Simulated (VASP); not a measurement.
Here is a VASP 6.6.1 calculation.

INCAR

```
  ALGO = Fast
  EDIFF = 1E-7
  ENCUT = 520
  GGA = PS
  ISIF = 2
  ISMEAR = 0
  LASPH = T
  LCHARG = F
  LREAL = F
  LWAVE = F
  NBANDS = 16
  NELM = 60
  PREC = Accurate
  SIGMA = 0.15
```

The input KPOINTS:

```
k-points
0
Gamma
  16 16 16
```

The input POSCAR:

```
Al2Cu
1.0
   -2.0246315468      2.0246315468      2.8630136658
    2.0246315468     -2.0246315468      2.8630136658
    2.0246315468      2.0246315468     -2.8630136658
Al Cu
2 1
Direct
    0.7500000000      0.2500000000      0.5000000000
    0.2500000000      0.7500000000      0.5000000000
    0.5000000000      0.5000000000      0.0000000000
```

Potentials or basis: VASP PAW PBE potentials, release 64 (Al, Cu).

Launch:

```sh
$ cat potpaw_PBE.64/Al/POTCAR potpaw_PBE.64/Cu/POTCAR > POTCAR
$ mpirun -np 1 vasp_std > vasp.out
```

Predict the pressure.

0.2 GPa.

Caveat: the PAW data sets were made with another functional, which shifts forces and pressure a little.
